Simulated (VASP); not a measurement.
Ga, 4 atoms in the cell. The structure is hexagonal, space group P6_3/mmc (No. 194). Conventional cell: a = 3.046 Å, b = 3.046 Å, c = 9.898 Å, α = 90.00°, β = 90.00°, γ = 120.00°. Ga (site symmetry -3m) has 12 Ga at 3.04 to 3.05 Å within 4.0 Å. Within 4.0 Å of Ga (site symmetry -6m2) lie 12 Ga at 3.04 to 3.05 Å. This isn't the form of Ga at room conditions, which is orthorhombic.

```yaml
Program: VASP 6.6.1
Task: single point
Functional: PBEsol
Potentials_or_basis: VASP PAW PBE potentials, release 64 (Ga_d)
Cutoff: 520 eV
k_mesh: 14 × 14 × 4
Occupations: fermi-dirac, width 0.1 eV
Spin: no spin polarisation
Dipole_correction: no
Further_INCAR_settings: ALGO = Normal; EDIFF = 1e-06; NBANDS = 34
```

Potentials or basis: VASP PAW PBE potentials, release 64 (Ga_d).

The run is started by

```bash
$ cat potpaw_PBE.64/Ga_d/POTCAR > POTCAR
$ mpirun -np 1 vasp_std > vasp.out
```

Hardware: 1 thread of Intel Xeon 8259CL (shared host).

Task: How long does it take, and how much memory?

Result: It took 3.3 min on 1 thread of Intel Xeon 8259CL, on a shared host, peak memory 0.29 GiB. Counts: scf iterations 12, k points 72.
